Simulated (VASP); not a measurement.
Wanted: the native input for a VASP 6.6.1 run.

```
Task                   : single point
Functional             : PBE
Potentials or basis    : VASP PAW PBE potentials, release 64 (Mg, O)
Cutoff                 : 600 eV
k mesh                 : 10 × 10 × 10
Occupations            : gaussian, width 0.02 eV
Spin                   : no spin polarisation
Dipole correction      : no
Further INCAR settings : ALGO = Normal; EDIFF = 1e-06; NBANDS = 11
```

The structure of MgO (nc.b) lies in POSCAR:

```
MgO
1.0
    0.0000000000      2.1275047327      2.1275047327
    2.1275047327      0.0000000000      2.1275047327
    2.1275047327      2.1275047327      0.0000000000
Mg O
1 1
Direct
    0.0000000000      0.0000000000      0.0000000000
    0.5000000000      0.5000000000      0.5000000000
```

These files were run (other wordings do the same):

INCAR

```
ALGO = Normal
EDIFF = 1E-6
ENCUT = 600
GGA = PE
GGA_COMPAT = False
ISIF = 2
ISMEAR = 0
LASPH = True
LCHARG = False
LREAL = False
LWAVE = False
NBANDS = 11
NELM = 120
PREC = Accurate
SIGMA = 0.02
```

KPOINTS

```
k-points
0
Gamma
  10 10 10
```

Potentials or basis: VASP PAW PBE potentials, release 64 (Mg, O).

Command:

```console
$ cat potpaw_PBE.64/Mg/POTCAR potpaw_PBE.64/O/POTCAR > POTCAR
$ mpirun -np 1 vasp_std > vasp.out
```

Results of the run:

- Pressure: -1.2 GPa
- Band gap on the k mesh: 4.44 eV, direct

Wall time 7.2 s on 1 thread of Intel(R) Xeon(R) Platinum 8488C (Sapphire Rapids), with other jobs on the host, peak memory 0.14 GiB.
